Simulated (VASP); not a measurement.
Wanted: the native input for a VASP 6.6.1 run.

```
Task                   : single point
Functional             : PBEsol
Potentials or basis    : VASP PAW PBE potentials, release 64 (Ti_sv, Al)
Cutoff                 : 500 eV
k mesh                 : 24 × 24 × 14
Occupations            : gaussian, width 0.15 eV
Spin                   : no spin polarisation
Dipole correction      : no
Further INCAR settings : ALGO = Normal; EDIFF = 1e-06; NBANDS = 14
```

The structure of TiAl lies in POSCAR:

```
TiAl
1.0
    2.8478212843      0.0000000000      0.0000000000
   -1.4239106421      2.4662855776      0.0000000000
    0.0000000000      0.0000000000      4.5275458460
Ti Al
1 1
Direct
    0.0000000000      0.0000000000      0.0000000000
    0.3333333333      0.6666666667      0.5000000000
```

This cell differs from its parent crystal: strain -0.0200 x Voigt [0, 0, 1, 0, 0, 0].

These files were run (other wordings do the same):

INCAR

```
SYSTEM = TiAl
  ALGO = Normal
  EDIFF = 1E-6
  ENCUT = 500
  GGA = PS
  GGA_COMPAT = .False.
  ISIF = 2
  ISMEAR = 0
  LASPH = .True.
  LCHARG = .True.
  LELF = .True.
  LREAL = .False.
  LVHAR = .True.
  LWAVE = .False.
  NBANDS = 14
  NELM = 120
  PREC = Accurate
  SIGMA = 0.15
```

KPOINTS

```
k-points
0
Gamma
  24 24 14
  0 0 0
```

Potentials or basis: VASP PAW PBE potentials, release 64 (Ti_sv, Al).

Command:

```sh
$ cat potpaw_PBE.64/Ti_sv/POTCAR potpaw_PBE.64/Al/POTCAR > POTCAR
$ mpirun -np 1 vasp_std > vasp.out
```

It gave:

* Pressure: 2.7 GPa

Caveat: the cell differs from its parent crystal (strain -0.0200 x Voigt [0, 0, 1, 0, 0, 0]); the PAW data sets were made with another functional, which shifts forces and pressure a little.

Wall time 68 s on 1 thread of Intel(R) Xeon(R) 6975P-C (Granite Rapids), on a shared host, peak memory 0.32 GiB.
